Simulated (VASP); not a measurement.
Ta:

```
Ta
1.0
    -1.65128    1.65128    1.65128
     1.65128   -1.65128    1.65128
     1.65128    1.65128   -1.65128
Ta
1
Direct
  0.00000 0.00000 0.00000
```

Program: VASP 6.6.1. Alike in all runs: no spin polarisation; cell as given; k mesh 17 × 17 × 17; cutoff (eV) 520; smearing fermi-dirac 0.08 eV.

Question: Order these runs on this cell by their pressure, lowest first.
A. level LDA; potentials or basis VASP PAW LDA potentials, release 64 (Ta_pv)
B. level PBEsol; potentials or basis VASP PAW PBE potentials, release 64 (Ta_pv)
C. level r2SCAN; potentials or basis VASP PAW PBE potentials, release 64 (Ta_pv)
D. level PBE; potentials or basis VASP PAW PBE potentials, release 64 (Ta_pv)

Answer: A (-8.2 GPa), B (-3.6 GPa), C (1.2 GPa), D (3.2 GPa).

Caveats: the cell stands under tension (at least some runs); the PAW data sets were made with another functional, which shifts forces and pressure a little (at least some runs); the cell stands under pressure (at least some runs).
